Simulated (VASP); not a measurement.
Here is a VASP 6.6.1 calculation.

The input INCAR:

```
PREC = Accurate
ENCUT = 520
EDIFF = 1E-6
ISMEAR = 0
SIGMA = 0.1
LREAL = False
LASPH = True
NELM = 150
ALGO = Normal
ISIF = 2
LWAVE = False
LCHARG = True
ISPIN = 2
MAGMOM = 1.91
LORBIT = 11
LMAXMIX = 4
GGA = PS
LELF = True
LVHAR = True
NBANDS = 14
```

The input KPOINTS:

```
Automatic mesh
0
Gamma
  20 20 20
```

Contents of POSCAR:

```
Co
1.0
    0.0000000000      1.7339778333      1.7339778333
    1.7339778333      0.0000000000      1.7339778333
    1.7339778333      1.7339778333      0.0000000000
Co
1
Direct
    0.0000000000      0.0000000000      0.0000000000
```

Potentials or basis: VASP PAW PBE potentials, release 64 (Co).

The run is started by

```bash
$ cat potpaw_PBE.64/Co/POTCAR > POTCAR
$ mpirun -np 1 vasp_std > vasp.out
```

Question: Predict the pressure.

Answer: -0.9 GPa.

Question: What does it give for the site moments?

Answer: Co +1.62 μB.

Question: What does it give for the net moment?

Answer: 1.61 μB per cell.

Caveat: the PAW data sets were made with another functional, which shifts forces and pressure a little.
